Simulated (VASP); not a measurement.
Here is a VASP 6.6.1 calculation.

INCAR

```
PREC = Accurate
ENCUT = 520
EDIFF = 1E-6
ISMEAR = -1
SIGMA = 0.05
LREAL = F
LASPH = T
NELM = 80
ALGO = Normal
ISIF = 2
LWAVE = F
LCHARG = T
GGA = PE
LELF = T
LVHAR = T
NBANDS = 35
```

File KPOINTS:

```
Automatic mesh
0
Gamma
  4 4 6
```

POSCAR

```
SnO2
1.0
    4.8536062868      0.0000000000      0.0000000000
    0.0000000000      4.8536062868      0.0000000000
    0.0000000000      0.0000000000      3.2642499858
Sn O
2 4
Direct
    0.0000000000      0.0000000000      0.0000000000
    0.5000000000      0.5000000000      0.5000000000
    0.3071000000      0.3071000000      0.0000000000
    0.1929000000      0.8071000000      0.5000000000
    0.6929000000      0.6929000000      0.0000000000
    0.8071000000      0.1929000000      0.5000000000
```

Potentials or basis: VASP PAW PBE potentials, release 64 (Sn_d, O).

The run is started by

```bash
$ cat potpaw_PBE.64/Sn_d/POTCAR potpaw_PBE.64/O/POTCAR > POTCAR
$ mpirun -np 1 vasp_std > vasp.out
```

(1) Predict the largest force.

(2) What does it give for the band gap on the k mesh?

(3) What does it give for the pressure?

## Answers

(1) 0.016 eV/Å.

(2) 0.47 eV, direct.

(3) -2.7 GPa.

Caveat: spin-orbit coupling is left out, which moves the levels of the heavy elements.
